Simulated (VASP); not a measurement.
**TiRe: vibrations by perturbation theory with LDA**

TiRe:

```
Ti Re
1.0
     3.06143    0.00000    0.00000
     0.00000    3.06143    0.00000
     0.00000    0.00000    3.06143
Ti Re
1 1
Direct
  0.50000 0.50000 0.50000
  0.00000 0.00000 0.00000
```

```json
{
 "Program": "VASP 6.6.1",
 "Task": "vibrations by perturbation theory",
 "Functional": "LDA",
 "Potentials or basis": "VASP PAW LDA potentials, release 64 (Ti_sv, Re)",
 "Cutoff": "520 eV",
 "k mesh": "14 × 14 × 14",
 "Occupations": "fermi-dirac, width 0.15 eV",
 "Spin": "no spin polarisation",
 "Dipole correction": "no",
 "Further INCAR settings": "ALGO = Normal; EDIFF = 1e-08; IBRION = 8; NSW = 1"
}
```

```json
{
 "Highest phonon frequency at Γ": "278 cm⁻¹"
}
```

Phonon frequencies in cm⁻¹ (negative: imaginary):
| q point | frequencies |
| --- | --- |
| (0.000, 0.000, 0.000) | 0 0 0 278 278 278 |

Wall time 20 min on 1 thread of Oxide Virtual Turin-like Processor, on a shared host, peak memory 0.37 GiB.
